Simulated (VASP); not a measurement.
A run of VASP 6.6.1 is set up as follows.

The input INCAR:

```
ALGO = Normal
EDIFF = 1E-6
ENCUT = 520
GGA = PE
ISIF = 2
ISMEAR = 0
LASPH = True
LCHARG = False
LREAL = Auto
LWAVE = False
NBANDS = 166
NELM = 100
PREC = Accurate
SIGMA = 0.01
```

Contents of KPOINTS:

```
Automatic mesh
0
Gamma
  2 2 2
  0.5 0.5 0.5
```

The input POSCAR:

```
SiC
1.0
    6.1882403601     -5.3591733668      0.0000000000
   -6.1882403702     -5.3591733552      0.0000000000
    0.0000000000      0.0000000000    -10.1293391958
Si C
32 32
Direct
    0.6666666667      0.6666666667      0.0621558118
    0.2916666667      0.5416666667      0.0621558118
    0.9166666667      0.4166666667      0.0621558118
    0.5416666667      0.2916666667      0.0621558118
    0.1666666667      0.1666666667      0.0621558118
    0.7916666667      0.0416666667      0.0621558118
    0.4166666667      0.9166666667      0.0621558118
    0.0416666667      0.7916666667      0.0621558118
    0.4583333333      0.7083333333      0.5621558118
    0.0833333333      0.5833333333      0.5621558118
    0.7083333333      0.4583333333      0.5621558118
    0.3333333333      0.3333333333      0.5621558118
    0.9583333333      0.2083333333      0.5621558118
    0.5833333333      0.0833333333      0.5621558118
    0.2083333333      0.9583333333      0.5621558118
    0.8333333333      0.8333333333      0.5621558118
    0.2500000000      0.7500000000      0.3121004438
    0.8750000000      0.6250000000      0.3121004438
    0.5000000000      0.5000000000      0.3121004438
    0.1250000000      0.3750000000      0.3121004438
    0.7500000000      0.2500000000      0.3121004438
    0.3750000000      0.1250000000      0.3121004438
    0.0000000000      1.0000000000      0.3121004438
    0.6250000000      0.8750000000      0.3121004438
    0.8750000000      0.6250000000      0.8121004438
    0.5000000000      0.5000000000      0.8121004438
    0.1250000000      0.3750000000      0.8121004438
    0.7500000000      0.2500000000      0.8121004438
    0.3750000000      0.1250000000      0.8121004438
    0.0000000000      0.0000000000      0.8121004438
    0.6250000000      0.8750000000      0.8121004438
    0.2500000000      0.7500000000      0.8121004438
    0.6666666667      0.6666666667      0.2501925541
    0.2916666667      0.5416666667      0.2501925541
    0.9166666667      0.4166666667      0.2501925541
    0.5416666667      0.2916666667      0.2501925541
    0.1666666667      0.1666666667      0.2501925541
    0.7916666667      0.0416666667      0.2501925541
    0.4166666667      0.9166666667      0.2501925541
    0.0416666667      0.7916666667      0.2501925541
    0.4583333333      0.7083333333      0.7501925541
    0.0833333333      0.5833333333      0.7501925541
    0.7083333333      0.4583333333      0.7501925541
    0.3333333333      0.3333333333      0.7501925541
    0.9583333333      0.2083333333      0.7501925541
    0.5833333333      0.0833333333      0.7501925541
    0.2083333333      0.9583333333      0.7501925541
    0.8333333333      0.8333333333      0.7501925541
    0.2500000000      0.7500000000      0.4995521903
    0.8750000000      0.6250000000      0.4995521903
    0.5000000000      0.5000000000      0.4995521903
    0.1250000000      0.3750000000      0.4995521903
    0.7500000000      0.2500000000      0.4995521903
    0.3750000000      0.1250000000      0.4995521903
    0.0000000000      1.0000000000      0.4995521903
    0.6250000000      0.8750000000      0.4995521903
    0.8750000000      0.6250000000      0.9995521903
    0.5000000000      0.5000000000      0.9995521903
    0.1250000000      0.3750000000      0.9995521903
    0.7500000000      0.2500000000      0.9995521903
    0.3750000000      0.1250000000      0.9995521903
    0.0000000000      0.0000000000      0.9995521903
    0.6250000000      0.8750000000      0.9995521903
    0.2500000000      0.7500000000      0.9995521903
```

Potentials or basis: VASP PAW PBE potentials, release 64 (Si, C).

Launch:

```bash
$ cat potpaw_PBE.64/Si/POTCAR potpaw_PBE.64/C/POTCAR > POTCAR
$ mpirun -np 1 vasp_std > vasp.out
```

Problem. Predict the band gap on the k mesh.

Solution. 2.96 eV.

Problem. What does it give for the pressure?

Solution. -0.1 GPa.

Forces in eV/Å, atoms in the order of the input:
```
Si   0.000  0.000 -0.001
Si   0.000  0.000 -0.001
Si   0.000  0.000 -0.001
Si   0.000  0.000 -0.001
Si   0.000  0.000 -0.001
Si   0.000  0.000 -0.001
Si   0.000  0.000 -0.001
Si   0.000  0.000 -0.001
Si   0.000  0.000 -0.001
Si   0.000  0.000 -0.001
Si   0.000  0.000 -0.001
Si   0.000  0.000 -0.001
Si   0.000  0.000 -0.001
Si   0.000  0.000 -0.001
Si   0.000  0.000 -0.001
Si   0.000  0.000 -0.001
Si   0.000 -0.001  0.000
Si   0.000 -0.001  0.000
Si   0.000 -0.001  0.000
Si   0.000 -0.001  0.000
Si   0.000 -0.001  0.000
Si   0.000 -0.001  0.000
Si   0.000 -0.001  0.000
Si   0.000 -0.001  0.000
Si   0.000  0.001  0.000
Si   0.000  0.001  0.000
Si   0.000  0.001  0.000
Si   0.000  0.001  0.000
Si   0.000  0.001  0.000
Si   0.000  0.001  0.000
Si   0.000  0.001  0.000
Si   0.000  0.001  0.000
C    0.000  0.003  0.000
C    0.000  0.003  0.000
C    0.000  0.003  0.000
C    0.000  0.003  0.000
C    0.000  0.003  0.000
C    0.000  0.003  0.000
C    0.000  0.003  0.000
C    0.000  0.003  0.000
C    0.000 -0.003  0.000
C    0.000 -0.003  0.000
C    0.000 -0.003  0.000
C    0.000 -0.003  0.000
C    0.000 -0.003  0.000
C    0.000 -0.003  0.000
C    0.000 -0.003  0.000
C    0.000 -0.003  0.000
C    0.000  0.000  0.001
C    0.000  0.000  0.001
C    0.000  0.000  0.001
C    0.000  0.000  0.001
C    0.000  0.000  0.001
C    0.000  0.000  0.001
C    0.000  0.000  0.001
C    0.000  0.000  0.001
C    0.000  0.000  0.001
C    0.000  0.000  0.001
C    0.000  0.000  0.001
C    0.000  0.000  0.001
C    0.000  0.000  0.001
C    0.000  0.000  0.001
C    0.000  0.000  0.001
C    0.000  0.000  0.001
```

Caveat: a shifted mesh leaves out Γ, where band edges can lie. A k mesh can miss the band edges.
